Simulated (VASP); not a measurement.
Wanted: the native input for a VASP 6.6.1 run.

```yaml
Task: single point
Functional: PBE
Potentials_or_basis: VASP PAW PBE potentials, release 64 (Zr_sv, B)
Cutoff: 520 eV
k_mesh: 10 × 10 × 10
Occupations: fermi-dirac, width 0.05 eV
Spin: no spin polarisation
Dipole_correction: no
Further_INCAR_settings: ALGO = Normal; EDIFF = 1e-06; NBANDS = 14
```

The structure of ZrB lies in POSCAR:

```
ZrB
1.0
    0.0000000000      2.2935772291      2.2935772291
    2.2935772291      0.0000000000      2.2935772291
    2.2935772291      2.2935772291      0.0000000000
Zr B
1 1
Direct
    0.0000000000      0.0000000000      0.0000000000
    0.5000000000      0.5000000000      0.5000000000
```

These files were run (other wordings do the same):

INCAR

```
SYSTEM = ZrB
ALGO = Normal
EDIFF = 1E-6
ENCUT = 520
GGA = PE
ISIF = 2
ISMEAR = -1
LASPH = .TRUE.
LCHARG = .FALSE.
LREAL = .FALSE.
LWAVE = .FALSE.
NBANDS = 14
NELM = 80
PREC = Accurate
SIGMA = 0.05
```

KPOINTS

```
k-points
0
G
  10 10 10
  0 0 0
```

Potentials or basis: VASP PAW PBE potentials, release 64 (Zr_sv, B).

The run is started by

```bash
$ cat potpaw_PBE.64/Zr_sv/POTCAR potpaw_PBE.64/B/POTCAR > POTCAR
$ mpirun -np 1 vasp_std > vasp.out
```

It gave:

| Quantity | Value |
| --- | --- |
| Pressure | 47.2 GPa |

Run time: 5.1 s on 1 thread of Intel(R) Xeon(R) 6975P-C (Granite Rapids), with other jobs on the host, peak memory 0.15 GiB.
